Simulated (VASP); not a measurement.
Set up this calculation in VASP 6.6.1, as the native input.

```
Task                   : single point
Functional             : PBEsol
Dispersion             : D3(BJ)
Potentials or basis    : VASP PAW PBE potentials, release 64 (Cd, H, O)
Cutoff                 : 520 eV
k mesh                 : 6 × 6 × 4
Occupations            : gaussian, width 0.01 eV
Spin                   : no spin polarisation
Dipole correction      : no
Further INCAR settings : ALGO = Normal; EDIFF = 1e-06; NBANDS = 21
```

The structure of CdH2O2 lies in POSCAR:

```
CdH2O2
1.0
    3.4191613059      0.0000000000      0.0000000000
   -1.7095806529      2.9610807220      0.0000000000
    0.0000000000      0.0000000000      4.5157094958
Cd H O
1 2 2
Direct
    0.0000000000      0.0000000000      0.0000000000
    0.6666666667      0.3333333333      0.5509610000
    0.3333333333      0.6666666667      0.4490390000
    0.6666666667      0.3333333333      0.7593720000
    0.3333333333      0.6666666667      0.2406280000
```

These files were run (other wordings do the same):

INCAR

```
SYSTEM = CdH2O2
PREC = Accurate
ENCUT = 520
EDIFF = 1E-6
ISMEAR = 0
SIGMA = 0.01
LREAL = .FALSE.
LASPH = .TRUE.
NELM = 100
ALGO = Normal
ISIF = 2
LWAVE = .FALSE.
LCHARG = .FALSE.
GGA = PS
IVDW = 12
NBANDS = 21
```

KPOINTS

```
Automatic mesh
0
G
  6 6 4
  0 0 0
```

Potentials or basis: VASP PAW PBE potentials, release 64 (Cd, H, O).

The run is started by

```bash
$ cat potpaw_PBE.64/Cd/POTCAR potpaw_PBE.64/H/POTCAR potpaw_PBE.64/O/POTCAR > POTCAR
$ mpirun -np 1 vasp_std > vasp.out
```

It gave:

- Pressure: 10.0 GPa
- Largest force: 2.078 eV/Å
- Band gap on the k mesh: 1.82 eV (least direct gap 2.18 eV)
- Dispersion energy per atom: -0.109 eV

Caveat: the cell stands under pressure; the PAW data sets were made with another functional, which shifts forces and pressure a little.

Run time: 36 s on 1 thread of AMD EPYC 7R13 (shared host), peak memory 0.17 GiB.
